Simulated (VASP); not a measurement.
# AlP (F-43m) in VASP: a series of runs

AlP is run at these levels: PBE; tasks: single point.

Program: VASP 6.6.1. These are calculated values, not measurements. Logs are shortened: lines on timing, memory, paths and dates and some standing lists are left out, and cuts for length are marked.

**1. The cell of the first run**

The structure is cubic, space group F-43m (No. 216). The conventional cell has a = 5.302 Å, b = 5.302 Å, c = 5.302 Å, α = 90.00°, β = 90.00°, γ = 90.00°. Al (site symmetry -43m) has 4 P at 2.30 Å within 3.0 Å. P (site symmetry -43m) has 4 Al at 2.30 Å within 3.0 Å.

**2. Single point, PBE**

Input file INCAR:

```
ALGO     = Normal         # electronic algorithm
EDIFF    = 1E-6           # SCF threshold, eV
ENCUT    = 500            # plane-wave cutoff, eV
GGA      = PE             # functional
GGA_COMPAT= False        
ISIF     = 2              # what is computed and relaxed
ISMEAR   = 0              # smearing method
LASPH    = True           # aspherical terms in the spheres
LCHARG   = True           # write CHGCAR
LELF     = True           # ELF
LREAL    = False          # projectors in reciprocal space
LVHAR    = True         
LWAVE    = False          # write WAVECAR
NBANDS   = 11             # bands
NELM     = 120            # most SCF steps
PREC     = Accurate       # precision mode
SIGMA    = 0.01           # smearing width, eV
```

Input file KPOINTS:

```
k-points
0
Gamma
  6 6 6
```

Input file POSCAR:

```
AlP
1.0
    0.0000000000      2.6507908459      2.6507908459
    2.6507908459      0.0000000000      2.6507908459
    2.6507908459      2.6507908459      0.0000000000
Al P
1 1
Direct
    0.0000000000      0.0000000000      0.0000000000
    0.2500000000      0.2500000000      0.2500000000
```

Potentials or basis: VASP PAW PBE potentials, release 64 (Al, P).

Launch:

```console
$ cat potpaw_PBE.64/Al/POTCAR potpaw_PBE.64/P/POTCAR > POTCAR
$ mpirun -np 1 vasp_std > vasp.out
```

OUTCAR:

```text
EDIFF = 1E-6
   ENCUT = 500
   GGA = PE
   ISIF = 2
   ISMEAR = 0
   LASPH = True
   LREAL = False
   NELM = 120
   PREC = Accurate

 ion  position               nearest neighbor table
   1  0.000  0.000  0.000-   2 2.30   2 2.30   2 2.30   2 2.30
   2  0.250  0.250  0.250-   1 2.30   1 2.30   1 2.30   1 2.30

  LATTYP: Found a face centered cubic cell.
 ALAT       =     5.3015816918

  Lattice vectors:

 A1 = (   0.0000000000,   2.6507908459,   2.6507908459)
 A2 = (   2.6507908459,   0.0000000000,   2.6507908459)
 A3 = (   2.6507908459,   2.6507908459,   0.0000000000)

Analysis of symmetry for initial positions (statically):
=====================================================================
 Subroutine PRICEL returns:
 Original cell was already a primitive cell.

 Routine SETGRP: Setting up the symmetry group for a
 face centered cubic supercell.

 Subroutine GETGRP returns: Found 24 space group operations
 (whereof 24 operations were pure point group operations)
 out of a pool of 48 trial point group operations.

The static configuration has the point symmetry T_d .

Analysis of symmetry for dynamics (positions and initial velocities):
=====================================================================
 Subroutine PRICEL returns:
 Original cell was already a primitive cell.

 Routine SETGRP: Setting up the symmetry group for a
 face centered cubic supercell.

 Subroutine GETGRP returns: Found 24 space group operations
 (whereof 24 operations were pure point group operations)
 out of a pool of 48 trial point group operations.

The dynamic configuration has the point symmetry T_d .

 Subroutine INISYM returns: Found 24 space group operations
 (whereof 24 operations are pure point group operations),
 and found     1 'primitive' translations

----------------------------------------------------------------------------------------

                                     Primitive cell

  volume of cell :      37.2526

  direct lattice vectors                    reciprocal lattice vectors
     0.000000000  2.650790846  2.650790846    -0.188622954  0.188622954  0.188622954
     2.650790846  0.000000000  2.650790846     0.188622954 -0.188622954  0.188622954
     2.650790846  2.650790846  0.000000000     0.188622954  0.188622954 -0.188622954

  length of vectors
     3.748784365  3.748784365  3.748784365     0.326704540  0.326704540  0.326704540

  position of ions in fractional coordinates (direct lattice)
[... 76 lines left out ...]
   ISIF   =      2    stress and relaxation
   ISYM   =      2    0-nonsym 1-usesym 2-fastsym
   POTIM  = 0.5000    time-step for ionic-motion
   TEBEG  =    0.0;   TEEND  =   0.0 temperature during run
   PSTRESS=    0.0 pullay stress
   NELECT =       8.0000    total number of electrons
   NUPDOWN=      -1.0000    fix difference up-down
   EMIN   =  10.00;   EMAX   =-10.00  energy-range for DOS
   EFERMI =   0.00;   METHOD = LEGACY
   ISMEAR =     0;   SIGMA  =   0.01  broadening in eV -4-tet -1-fermi 0-gaus
   EFERMI_NEDOS =   21; number of points for ismear=-14 and -15
   IALGO  =     38    algorithm
   IMIX   =      4    mixing-type and parameters
     AMIX     =   0.40;   BMIX     =  1.00
     AMIX_MAG =   1.60;   BMIX_MAG =  1.00
  volume/ion in A,a.u.               =      18.63       125.70
  Fermi-wavevector in a.u.,A,eV,Ry     =   0.980361  1.852614 13.076664  0.961108
  Thomas-Fermi vector in A             =   2.111285
   LORBIT       =      0    0 simple, 1 ext, 2 COOP (PROOUT), +10 PAW based schemes
   GGA     = PE    functional components
   LHFCALC =     F    Hartree Fock is set to
   AEXX    =    0.0000 exact exchange contribution
   IVDW    =     0    specifies the selected vdW correction
   LEPSILON=     F    determine dielectric tensor
   LRPA    =     F    only Hartree local field effects (RPA)
 non-spin polarized calculation
 Gauss-broadening in eV      SIGMA  =   0.01
  energy-cutoff  :      500.00
  volume of cell :       37.25
 maximum number of plane-waves:       960
   NGX = 13   NGY = 13   NGZ = 13

 number of electron       8.0000000 magnetization

 Free energy of the ion-electron system (eV)
  ---------------------------------------------------
  ext. energy  EPLUGINS =         0.00000000
  ---------------------------------------------------
  free energy    TOTEN  =       -10.21753415 eV

  energy without entropy =      -10.21753415  energy(sigma->0) =      -10.21753415

 E-fermi :   5.5270     XC(G=0):  -9.5547

 val. band max:        5.4289958716   @ k =   0.0000   0.0000   0.0000
 cond. band min:       6.8146047137   @ k =   0.5000   0.5000   0.0000
 fundamental gap:      1.3856088421
 Fermi energy:         5.5270240960

 k-point     1 :       0.0000    0.0000    0.0000
  band No.  band energies     occupation
      1      -6.6081      2.00000
      2       5.4290      2.00000
      3       5.4290      2.00000
      4       5.4290      2.00000
      5       9.5045      0.00000
      6      10.1077      0.00000
      7      10.1077      0.00000
      8      10.1077      0.00000
      9      14.3562      0.00000
     10      14.3562      0.00000
     11      16.3608      0.00000
[... 197 lines left out ...]
 k-point    16 :      -0.3333    0.5000    0.1667
  band No.  band energies     occupation
      1      -3.8947      2.00000
      2       0.1217      2.00000
      3       2.2210      2.00000
      4       2.4804      2.00000
      5       8.7061      0.00000
      6       9.8507      0.00000
      7      13.4324      0.00000
      8      13.8147      0.00000
      9      17.3908      0.00000
     10      17.8733      0.00000
     11      19.4524      0.00000

------------------------ aborting loop because EDIFF is reached ----------------------------------------

  FORCE on cell =-STRESS in cart. coord.  units (eV):
  Direction    XX          YY          ZZ          XY          YZ          ZX
  --------------------------------------------------------------------------------------
  -------------------------------------------------------------------------------------
  Total        2.7684156      2.7684156      2.7684156     -0.0000000     -0.0000000     -0.0000000
  in kB      119.0653765    119.0653765    119.0653765     -0.0000000     -0.0000000     -0.0000000
  external PRESSURE =     119.0653765 kB  Pullay stress =       0.0000000 kB

 VOLUME and BASIS-vectors are now :
 -----------------------------------------------------------------------------
  energy-cutoff  :      500.00
  volume of cell :       37.25
      direct lattice vectors                 reciprocal lattice vectors
     0.000000000  2.650790846  2.650790846    -0.188622954  0.188622954  0.188622954
     2.650790846  0.000000000  2.650790846     0.188622954 -0.188622954  0.188622954
     2.650790846  2.650790846  0.000000000     0.188622954  0.188622954 -0.188622954

 POSITION                                       TOTAL-FORCE (eV/Angst)
 -----------------------------------------------------------------------------------
      0.00000      0.00000      0.00000         0.000000     -0.000000      0.000000
      1.32540      1.32540      1.32540        -0.000000      0.000000     -0.000000
 -----------------------------------------------------------------------------------
    total drift:                                0.000000      0.000000      0.000000

  FREE ENERGIE OF THE ION-ELECTRON SYSTEM (eV)
  ---------------------------------------------------
  free  energy   TOTEN  =       -10.2175341504 eV

  energy  without entropy=      -10.2175341504  energy(sigma->0) =      -10.21753415
```

stdout:

```text
POSCAR found type information on POSCAR AlP
 POSCAR found :  2 types and       2 ions
 scaLAPACK will be used
 LDA part: xc-table for (Slater+PW92), standard interpolation
 POSCAR, INCAR and KPOINTS ok, starting setup
 FFT: planning ... GRIDC
 FFT: planning ... GRID_SOFT
 FFT: planning ... GRID
 WAVECAR not read
 entering main loop
```

Run time: 5.6 s. Hardware: 1 thread of Intel Xeon 6975P-C (Granite Rapids), shared host; peak memory 0.14 GiB.

What came out:

```
Free energy            : -10.2175 eV
Pressure               : 11.9 GPa
Band gap on the k mesh : 1.39 eV, indirect (least direct gap 3.68 eV)
```

A k mesh can miss the band edges. PBE gaps usually lie below the measured ones, often by a third to a half.

**3. Single point, PBE**

This run uses another cell than the first one, of 21.87 Å³/atom, 1.174 times its volume.

Input file INCAR:

```
PREC = Accurate ; ENCUT = 500
EDIFF = 1E-6 ; ISMEAR = 0
SIGMA = 0.01 ; LREAL = F
LASPH = T ; NELM = 120
ALGO = Normal ; ISIF = 2
LWAVE = F ; LCHARG = F
GGA = PE ; NBANDS = 11
GGA_COMPAT = F
```

Input file KPOINTS:

```
Automatic mesh
0
Gamma
  6 6 6
```

Input file POSCAR:

```
AlP
1.0
    0.0000000000      2.7963236656      2.7963236656
    2.7963236656      0.0000000000      2.7963236656
    2.7963236656      2.7963236656      0.0000000000
Al P
1 1
Direct
    0.0000000000      0.0000000000      0.0000000000
    0.2500000000      0.2500000000      0.2500000000
```

Potentials or basis: VASP PAW PBE potentials, release 64 (Al, P).

Launch:

```console
$ cat potpaw_PBE.64/Al/POTCAR potpaw_PBE.64/P/POTCAR > POTCAR
$ mpirun -np 1 vasp_std > vasp.out
```

It took 6.2 s on 1 thread of Intel Xeon 6975P-C (Granite Rapids), shared host; peak memory 0.15 GiB.

It converged, with:

```
Free energy            : -10.3469 eV
Pressure               : -3.5 GPa
Band gap on the k mesh : 1.71 eV, indirect (least direct gap 2.70 eV)
```

Levels at points of the mesh, in eV from the valence-band top:
```
           k point  band 1  band 2  band 3  band 4  band 5  band 6  band 7  band 8
(0.00, 0.00, 0.00)  -11.11    0.00    0.00    0.00    2.70    4.46    4.46    4.46
(0.50, 0.00, 0.00)   -9.60   -5.22   -0.72   -0.72    2.54    4.79    4.79    8.06
(0.50, 0.50, 0.00)   -9.01   -5.08   -1.96   -1.96    1.71    2.48   10.45   10.45
```

A k mesh can miss the band edges. A hybrid or GW would open this gap; PBE tends to underestimate it.
